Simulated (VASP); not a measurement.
Here is a VASP 6.6.1 calculation.

Contents of INCAR:

```
SYSTEM = LiF
PREC     = Accurate       ! precision mode
ENCUT    = 520            ! plane-wave cutoff, eV
EDIFF    = 1E-6           ! SCF threshold, eV
ISMEAR   = -1             ! smearing method
SIGMA    = 0.02           ! smearing width, eV
LREAL    = .FALSE.        ! projectors in reciprocal space
LASPH    = .TRUE.         ! aspherical terms in the spheres
NELM     = 80             ! most SCF steps
ALGO     = Normal         ! electronic algorithm
ISIF     = 2              ! what is computed and relaxed
LWAVE    = .FALSE.        ! write WAVECAR
LCHARG   = .TRUE.         ! write CHGCAR
GGA      = PE             ! functional
LELF     = .TRUE.         ! ELF
LVHAR    = .TRUE.       
NBANDS   = 12             ! bands
```

Contents of KPOINTS:

```
Automatic mesh
0
G
  10 10 10
  0 0 0
```

The input POSCAR:

```
LiF
1.0
    0.0000000000      2.1306705813      2.1659896067
    2.1306705813      0.0000000000      2.1659896067
    2.1306705813      2.1306705813      0.0000000000
Li F
1 1
Direct
    0.0000000000      0.0000000000      0.0000000000
    0.2500000000      0.2500000000      0.2500000000
```

Potentials or basis: VASP PAW PBE potentials, release 64 (Li_sv, F).

Launch:

```console
$ cat potpaw_PBE.64/Li_sv/POTCAR potpaw_PBE.64/F/POTCAR > POTCAR
$ mpirun -np 1 vasp_std > vasp.out
```

Question: Estimate the band gap on the k mesh.

Answer: 7.93 eV, direct.

Caveat: the cell differs from its parent crystal (epitaxial xy strain -0.7%). A k mesh can miss the band edges.
